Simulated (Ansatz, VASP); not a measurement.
**MgO: VASP beside Ansatz**

```
Mg O
1.0
     2.16779    0.00000    0.00000
     0.00000    2.16779    0.00000
     0.00000    0.00000    2.16779
Mg O
1 1
Direct
  0.00000 0.00000 0.00000
  0.50000 0.50000 0.50000
```

Alike in both runs: task single point; functional PBE; k mesh 12 × 12 × 12; no spin polarisation.

|  | VASP | Ansatz |
| --- | --- | --- |
| version | VASP 6.6.1 | Ansatz 0.2.0 |
| potentials or method | VASP PAW PBE potentials, release 64 (Mg, O) | scalar-relativistic, plane waves, norm-conserving pseudopotentials |
| plane-wave cutoff (eV) | 600 | 1240 |
| occupations | gaussian, width 0.01 eV | fixed |
| valence electrons in the cell | 8 | 16 |

Ansatz gave:

* gap on the k mesh at the Fermi level (eV): 7.16
* least direct gap on the mesh (eV): 7.16

Which values does VASP return?

gap on the k mesh at the Fermi level (eV): 7.14; least direct gap on the mesh (eV): 7.14.

VASP's potentials hold 8 valence electrons a cell and Ansatz's 16, so a difference there can come from the potentials and not from the codes.
